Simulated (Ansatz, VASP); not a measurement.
**One calculation of Bi, two programs**

The input INCAR:

```
SYSTEM = Bi
  PREC = Accurate
  ENCUT = 600
  EDIFF = 1E-7
  ISMEAR = 0
  SIGMA = 0.1
  LREAL = .FALSE.
  LASPH = .TRUE.
  NELM = 100
  ALGO = Fast
  ISIF = 3
  LWAVE = .FALSE.
  LCHARG = .FALSE.
  GGA = PE
  IBRION = 2
  NSW = 100
  EDIFFG = -0.01
```

KPOINTS

```
Automatic mesh
0
G
  20 20 20
  0 0 0
```

The input POSCAR:

```
Bi
1.0
   -2.1109926721      2.1109926721      1.7655721982
    2.1109926721     -2.1109926721      1.7655721982
    2.1109926721      2.1109926721     -1.7655721982
Bi
1
Direct
    0.5000000000      0.5000000000      0.0000000000
```

Input for Ansatz:

```yaml
crystal:
  lattice:
    - [-2.1109926721, 2.1109926721, 1.7655721982]
    - [2.1109926721, -2.1109926721, 1.7655721982]
    - [2.1109926721, 2.1109926721, -1.7655721982]
  atoms:
    - { symbol: Bi, position: [0.5, 0.5, 0.0] }
basis:
  ecutwfc: 420
kpoints:
  mp_grid: { grid: [20, 20, 20] }
hamiltonian:
  xc: pbe
scf:
  occupations: { method: gaussian, width: 0.1 }
output:
  forces: true
  stress: true
  eigenvalues: true
relax:
  adjacent_minimum: "off"
  f_tol: 0.01
  max_steps: 80
  cell: { stress_tol: 0.05 }
```

Alike in both runs: task relaxation of cell and atoms; functional PBE; k mesh 20 × 20 × 20; occupations gaussian, width 0.1 eV; no spin polarisation.

```csv
,VASP,Ansatz
version,VASP 6.6.1,Ansatz 0.2.0
potentials or method,"VASP PAW PBE potentials, release 64 (Bi_d), cutoff 600 eV","scalar-relativistic, plane waves, PAW"
valence electrons in the cell,15,15
```

VASP gave:

| Quantity | Value |
| --- | --- |
| gap on the k mesh at the Fermi level, each at its own relaxed structure (eV) | none |
| relaxed volume (Å³/atom) | 31.93 |
| relaxed cell length with the largest relative difference (Å) | 3.485 |

Problem. Estimate Ansatz's values.

Solution. gap on the k mesh at the Fermi level, each at its own relaxed structure (eV): none; relaxed volume (Å³/atom): 31.94; relaxed cell length with the largest relative difference (Å): 3.485.

A gap of «none» marks a metal or a gap that the smearing closes.

Spin-orbit coupling is off throughout.
